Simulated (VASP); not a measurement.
A run of VASP 6.6.1:

File POSCAR:

```
CSO
1.0
   10.2566880000      0.0000000000      0.0000000000
    0.0000000000     10.2566880000      0.0000000000
    0.0000000000      0.0000000000     10.2566880000
O C S
10 10 10
Direct
    0.4823299414      0.3048783359      0.0437989527
    0.1707411654      0.1192354034      0.3385072212
    0.9657035206      0.4853420404      0.6154183284
    0.0539940181      0.7828057938      0.6708672856
    0.7360616838      0.9138734086      0.7684596321
    0.7499422788      0.2306383424      0.5047944042
    0.6264723169      0.5418188561      0.5567414944
    0.7674833260      0.9489934187      0.3129507739
    0.1886841476      0.3462637476     -0.1490489721
    0.2395162825      0.0513430184      1.0300260840
    0.4817797502      0.3283369601      0.1545051813
    0.1913560598      0.0083858712      0.3323421902
    0.9219600234      0.5030018025      0.7180847712
    0.1409228355      0.7615199032      0.7400848579
    0.6577437224      0.9275957090      0.8487129417
    0.6843539445      0.2351324992      0.5966751658
    0.5770482685      0.6429766486      0.5461433306
    0.8103246128      0.8486483418      0.3423747756
    0.1667883163      0.3647824551     -0.0395504664
    0.1350690992      0.0372523953      0.9885119721
    0.4811970710      0.3604150781      0.3029721227
    0.2192002607     -0.1408342996      0.3236465137
    0.8634885610      0.5265565475      0.8565521925
    0.2586970531      0.7340175350      0.8327227906
    0.5522109068      0.9470109996      0.9560788454
    0.5962562763      0.2416841541      0.7207669903
    0.5100716740      0.7785064612      0.5314104524
    0.8681514240      0.7136237630      0.3821086046
    0.1374944097      0.3878112401      0.1076993220
   -0.0053108501      0.0196744700      0.9329212415
```

File INCAR.step1:

```
SYSTEM = CSO
PREC = Accurate
ENCUT = 520
ISMEAR = -1
SIGMA = 0.02
LREAL = Auto
LASPH = .TRUE.
NELM = 100
NBANDS = 101
GGA = PE
ALGO = Normal
EDIFF = 1E-4
LWAVE = .TRUE.
LCHARG = .FALSE.
```

Contents of INCAR.step2:

```
SYSTEM = CSO
PREC = Accurate
ENCUT = 520
EDIFF = 1E-6
ISMEAR = -1
SIGMA = 0.02
LREAL = Auto
LASPH = .TRUE.
NELM = 100
ALGO = Normal
ISIF = 2
LWAVE = .FALSE.
LCHARG = .FALSE.
METAGGA = R2SCAN
LMIXTAU = .TRUE.
IVDW = 12
VDW_S6 = 1.0
VDW_S8 = 0.78981345
VDW_A1 = 0.49484001
VDW_A2 = 5.73083694
NBANDS = 101
ISTART = 1
```

The input KPOINTS:

```
regular mesh
0
G
  1 1 1
  0 0 0
```

Potentials or basis: VASP PAW PBE potentials, release 64 (O, C, S).

Launch:

```sh
$ cat potpaw_PBE.64/O/POTCAR potpaw_PBE.64/C/POTCAR potpaw_PBE.64/S/POTCAR > POTCAR
$ cp INCAR.step1 INCAR
$ mpirun -np 1 vasp_gam > vasp.out
$ cp INCAR.step2 INCAR
$ mpirun -np 1 vasp_gam > vasp.out
```

Hardware: 1 thread of Intel(R) Xeon(R) Platinum 8259CL CPU @ 2.50GHz (Skylake/Cascade Lake) (shared host).

Q: Estimate the wall time of this run.

A: Run time: 13 min on 1 thread of Intel(R) Xeon(R) Platinum 8259CL CPU @ 2.50GHz (Skylake/Cascade Lake), on a shared host, peak memory 1.1 GiB. Counts: k points 1.
